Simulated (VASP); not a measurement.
Runs of VASP 6.6.1 on InP3. The structure is that of space group R-3m (No. 166), or close to it. The cells are those of the table. 

```tsv
cell	gap on the mesh (eV)	pressure (GPa)	largest force (eV/Å)
a = 5.299 Å, angles 81.0°, 8 atoms	none	17.1	1.29
a = 5.389 Å, angles 79.4°, 8 atoms	none	12.8	0.96
a = 5.178 Å, angles 87.8°, 8 atoms	none	(b)	1.50
a = 5.616 Å, angles 87.7°, 8 atoms	none	-6.3	0.68
a = 5.649 Å, angles 83.0°, 8 atoms	none	(a)	0.87
```

Alike in all rows: task single point; level r2SCAN; potentials or basis VASP PAW PBE potentials, release 64 (In_d, P); no spin polarisation; k mesh 6 × 6 × 6; cutoff (eV) 550; smearing gaussian 0.15 eV.

Task: Estimate the missing entries.

Result: (a) -4.4; (b) 18.1.

Caveats: semilocal functionals underestimate gaps, and a narrow one can read as zero; the PAW data sets were made with another functional, which shifts forces and pressure a little; spin-orbit coupling is left out, which moves the levels of the heavy elements; the cell stands under tension (at least some runs); the stress differs along the axes, from 5 to 23 GPa (at least some runs); the stress differs along the axes, from -1 to 20 GPa (at least some runs); the cell stands under pressure (at least some runs).

A k mesh can miss the band edges, and the runs leave out spin-orbit coupling on In.

A gap of «none» marks levels without a gap at the run's occupations.
